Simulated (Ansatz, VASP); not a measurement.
## In in VASP and in Ansatz

Contents of INCAR:

```
PREC     = Accurate       # precision mode
ENCUT    = 520            # plane-wave cutoff, eV
EDIFF    = 1E-6           # SCF threshold, eV
ISMEAR   = -1             # smearing method
SIGMA    = 0.1            # smearing width, eV
LREAL    = F              # projectors in reciprocal space
LASPH    = T              # aspherical terms in the spheres
NELM     = 80             # most SCF steps
ALGO     = Normal         # electronic algorithm
ISIF     = 2              # what is computed and relaxed
LWAVE    = F              # write WAVECAR
LCHARG   = F              # write CHGCAR
NBANDS   = 12             # bands
```

KPOINTS

```
regular mesh
0
Gamma
  14 14 14
```

POSCAR

```
In
1.0
   -1.8387316994      1.8387316994      1.8387316994
    1.8387316994     -1.8387316994      1.8387316994
    1.8387316994      1.8387316994     -1.8387316994
In
1
Direct
    0.0000000000      0.0000000000      0.0000000000
```

Input for Ansatz:

```yaml
crystal:
  lattice:
    - [-1.8387316994, 1.8387316994, 1.8387316994]
    - [1.8387316994, -1.8387316994, 1.8387316994]
    - [1.8387316994, 1.8387316994, -1.8387316994]
  atoms:
    - { symbol: In, position: [0.0, 0.0, 0.0] }
hamiltonian:
  xc: lda
  pseudopotentials:
    kind: paw
    azcp:
      In: "pseudopotentials/In.paw.azcp"
basis:
  ecutwfc: 420
  fft_grid_basis: typed
kpoints:
  mp_grid: { grid: [14, 14, 14], shift: [0, 0, 0] }
magnetization:
  spin_polarized: false
scf:
  occupations: { method: fermi_dirac, width: 0.1 }
  lower_state_search: "off"
output:
  stress: true
  write_density: true
  write_potential: true
  elf: true
  volumetric_format: npy
```

Alike in both runs: task single point; functional LDA; k mesh 14 × 14 × 14; occupations fermi-dirac, width 0.1 eV; no spin polarisation.

```csv
,VASP,Ansatz
version,VASP 6.6.1,Ansatz 0.2.0
potentials or method,"VASP PAW LDA potentials, release 64 (In_d), cutoff 520 eV","plane waves (420 eV) with PAW, scalar-relativistic"
valence electrons in the cell,13,13
```

```csv
,VASP,Ansatz,Ansatz less VASP
pressure (GPa),-0.1,-0.1,-0.03
```

Ansatz warns that its potentials were made for another functional, while VASP's fit it. LDA's correlation is that of Perdew and Zunger in VASP and of Perdew and Wang (1992) in Ansatz.
